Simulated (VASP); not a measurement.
A run of VASP 6.6.1:

Contents of INCAR:

```
PREC     = Accurate       # precision mode
ENCUT    = 520            # plane-wave cutoff, eV
EDIFF    = 1E-7           # SCF threshold, eV
ISMEAR   = -1             # smearing method
SIGMA    = 0.01           # smearing width, eV
LREAL    = F              # projectors in reciprocal space
LASPH    = T              # aspherical terms in the spheres
NELM     = 100            # most SCF steps
ALGO     = Normal         # electronic algorithm
ISIF     = 2              # what is computed and relaxed
LWAVE    = F              # write WAVECAR
LCHARG   = F              # write CHGCAR
GGA      = PS             # functional
IVDW     = 12             # dispersion correction
NBANDS   = 15             # bands
```

File KPOINTS:

```
Automatic mesh
0
Gamma
  11 11 11
```

The input POSCAR:

```
TaN
1.0
    0.0000000000      2.2356225527      2.2356225527
    2.2356225527      0.0000000000      2.2356225527
    2.2356225527      2.2356225527      0.0000000000
Ta N
1 1
Direct
    0.5000000000      0.5000000000      0.5000000000
    0.0000000000      0.0000000000      0.0000000000
```

Potentials or basis: VASP PAW PBE potentials, release 64 (Ta_pv, N).

Launch:

```console
$ cat potpaw_PBE.64/Ta_pv/POTCAR potpaw_PBE.64/N/POTCAR > POTCAR
$ mpirun -np 1 vasp_std > vasp.out
```

Hardware: 1 thread of Intel(R) Xeon(R) 6975P-C (Granite Rapids) (shared host).

Q: Estimate the wall time of this run.

A: Wall time 5.9 s on 1 thread of Intel(R) Xeon(R) 6975P-C (Granite Rapids), with other jobs on the host, peak memory 0.16 GiB. Counts: scf iterations 13, k points 56.
